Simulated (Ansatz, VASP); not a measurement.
# Two plane-wave programs on AlB2Ru3

```xyz
6
Lattice="3.8332 0.0000 0.0000 0.0000 3.8332 0.0000 0.0000 0.0000 7.1811" Properties=species:S:1:pos:R:3 pbc="T T T"
Al    1.9166    1.9166    0.0000
B     1.9166    0.0000    3.5906
B     0.0000    1.9166    3.5906
Ru    0.0000    0.0000    3.5906
Ru    0.0000    0.0000    6.0733
Ru    0.0000    0.0000    1.1078
```

Alike in both runs: functional PBE; k mesh 6 × 6 × 4; occupations gaussian, width 0.1 eV; no spin polarisation.

Ansatz relaxed the structure, and its values are those at the end. VASP's run is a single point on that final structure, the one shown.

|  | VASP | Ansatz |
| --- | --- | --- |
| version | VASP 6.6.1 | Ansatz 0.2.0 |
| potentials or method | VASP PAW PBE potentials, release 64 (Al, B, Ru_sv), cutoff 600 eV | scalar-relativistic, plane waves, PAW |
| valence electrons in the cell | 57 | 57 |

Ansatz gave:

```
gap on the k mesh at the Fermi level (eV) : none
pressure (GPa)                            : 0.1
```

Q: Which values does VASP return?

A: gap on the k mesh at the Fermi level (eV): none; pressure (GPa): 0.0.

A gap of «none» marks a metal or a gap that the smearing closes. The functional is the same, so the differences come from potentials, cutoffs and numerics.
